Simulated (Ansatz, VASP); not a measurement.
**One calculation of ZnO, two programs**

The input INCAR:

```
PREC = Accurate
ENCUT = 520
EDIFF = 1E-6
ISMEAR = -1
SIGMA = 0.02
LREAL = False
LASPH = True
NELM = 80
ALGO = Normal
ISIF = 2
LWAVE = False
LCHARG = False
GGA = PE
NBANDS = 26
```

File KPOINTS:

```
Automatic mesh
0
Gamma
  11 11 6
```

File POSCAR:

```
ZnO
1.0
    3.1830658516      0.0000000000      0.0000000000
   -1.5915329258      2.7566158894      0.0000000000
    0.0000000000      0.0000000000      5.0975701925
Zn O
2 2
Direct
    0.3333333333      0.6666666667      0.0000000000
    0.6666666667      0.3333333333      0.5000000000
    0.3333333333      0.6666666667      0.3821000000
    0.6666666667      0.3333333333      0.8821000000
```

Input for Ansatz:

```yaml
crystal:
  lattice:
    - [3.1830658516, 0.0, 0.0]
    - [-1.5915329258, 2.7566158894, 0.0]
    - [0.0, 0.0, 5.0975701925]
  atoms:
    - { symbol: Zn, position: [0.3333333333, 0.6666666667, 0.0] }
    - { symbol: Zn, position: [0.6666666667, 0.3333333333, 0.5] }
    - { symbol: O, position: [0.3333333333, 0.6666666667, 0.3821] }
    - { symbol: O, position: [0.6666666667, 0.3333333333, 0.8821] }
kpoints:
  mp_grid: { grid: [11, 11, 6] }
  band_path:
    path:
      - [0.0, 0.0, 0.0]
      - [0.5, 0.0, 0.0]
      - [0.3333333333, 0.3333333333, 0.0]
      - [0.0, 0.0, 0.0]
      - [0.0, 0.0, 0.5]
      - [0.5, 0.0, 0.5]
      - [0.3333333333, 0.3333333333, 0.5]
      - [0.0, 0.0, 0.5]
      - [0.5, 0.0, 0.5]
    npoints: 5
scf:
  occupations: { method: fermi_dirac, width: 0.02 }
hamiltonian:
  xc: pbe
  pseudopotentials: { kind: all_electron, lapw: { basis_error: 0.0005 } }
output:
  forces: true
  stress: true
  eigenvalues: true
```

Change from the starting cell: volume scaled by 0.94.

Alike in both runs: task single point; functional PBE; k mesh 11 × 11 × 6; occupations fermi-dirac, width 0.02 eV; no spin polarisation.

```csv
,VASP,Ansatz
version,VASP 6.6.1,Ansatz 0.2.0
potentials or method,"VASP PAW PBE potentials, release 64 (Zn, O), cutoff 520 eV","all-electron LAPW, scalar-relativistic"
```

|  | VASP | Ansatz | Ansatz less VASP |
| --- | --- | --- | --- |
| gap on the k mesh at the Fermi level (eV) | 0.88 | 0.91 | +0.032 |
| pressure (GPa) | 17.0 | 15.5 | -1.56 |
| rms of the force components (eV/Å) | 0.020 | 0.019 | -0.0006 |

Atom by atom the forces differ by 0.001 eV/Å (rms over components). Ansatz ran all-electron here, and VASP with PAW potentials.
